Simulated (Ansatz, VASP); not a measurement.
## One calculation of ZnS, two programs

INCAR

```
PREC = Accurate ; ENCUT = 400
EDIFF = 1E-8 ; ISMEAR = -1
SIGMA = 0.02 ; LREAL = False
LASPH = True ; NELM = 120
ALGO = Normal ; ISIF = 2
LWAVE = False ; LCHARG = False
GGA = PE ; LEFG = True
NBANDS = 66 ; GGA_COMPAT = False
```

File KPOINTS:

```
regular mesh
0
Gamma
  8 8 2
```

The input POSCAR:

```
ZnS
1.0
    3.8120000000      0.0000000000      0.0000000000
   -1.9060000000      3.3012888392      0.0000000000
    0.0000000000      0.0000000000     18.6899900000
Zn S
6 6
Direct
    0.0000000000      0.0000000000      0.0000095315
    0.0000000000      0.0000000000      0.5000095315
    0.3333333333      0.6666666667      0.1667493155
    0.6666666667      0.3333333333      0.6667493155
    0.6666666667      0.3333333333      0.3332585095
    0.3333333333      0.6666666667      0.8332585095
    0.0000000000      0.0000000000      0.1251054012
    0.0000000000      0.0000000000      0.6251054012
    0.3333333333      0.6666666667      0.2916746837
    0.6666666667      0.3333333333      0.7916746837
    0.6666666667      0.3333333333      0.4582025586
    0.3333333333      0.6666666667      0.9582025586
```

Input for Ansatz:

```yaml
crystal:
  lattice:
    - [3.812, 0.0, 0.0]
    - [-1.906, 3.3012888392, 0.0]
    - [0.0, 0.0, 18.68999]
  atoms:
    - { symbol: Zn, position: [0.0, 0.0, 9.5315e-06] }
    - { symbol: Zn, position: [0.0, 0.0, 0.5000095315] }
    - { symbol: Zn, position: [0.3333333333, 0.6666666667, 0.1667493155] }
    - { symbol: Zn, position: [0.6666666667, 0.3333333333, 0.6667493155] }
    - { symbol: Zn, position: [0.6666666667, 0.3333333333, 0.3332585095] }
    - { symbol: Zn, position: [0.3333333333, 0.6666666667, 0.8332585095] }
    - { symbol: S, position: [0.0, 0.0, 0.1251054012] }
    - { symbol: S, position: [0.0, 0.0, 0.6251054012] }
    - { symbol: S, position: [0.3333333333, 0.6666666667, 0.2916746837] }
    - { symbol: S, position: [0.6666666667, 0.3333333333, 0.7916746837] }
    - { symbol: S, position: [0.6666666667, 0.3333333333, 0.4582025586] }
    - { symbol: S, position: [0.3333333333, 0.6666666667, 0.9582025586] }
kpoints:
  mp_grid: { grid: [8, 8, 2] }
scf:
  occupations: { method: fermi_dirac, width: 0.02 }
hamiltonian:
  xc: pbe
  pseudopotentials: { kind: paw, frozen_core: stored }
output:
  forces: true
  stress: true
  populations: true
  efg:
    quadrupole_moments_barn: { Zn: 0.122, S: -0.0694 }
    contact_densities: true
```

Alike in both runs: task electric field gradients; functional PBE; k mesh 8 × 8 × 2; occupations fermi-dirac, width 0.02 eV; no spin polarisation.

```csv
,VASP,Ansatz
version,VASP 6.6.1,Ansatz 0.2.0
potentials or method,"VASP PAW PBE potentials, release 64 (Zn, S)","plane-wave PAW, scalar-relativistic"
plane-wave cutoff (eV),400,420
valence electrons in the cell,108,108
```

Ansatz gave:

- gap on the k mesh at the Fermi level (eV): 2.16
- pressure (GPa): 2.1
- rms of the force components (eV/Å): 0.003
- size of Vzz on the site where it differs most (V/Å²): 0.7

What did VASP give for the same quantities?

gap on the k mesh at the Fermi level (eV): 2.17; pressure (GPa): 2.0; rms of the force components (eV/Å): 0.003; size of Vzz on the site where it differs most (V/Å²): 0.6.

Atom by atom the forces differ by 0.000 eV/Å (rms over components).
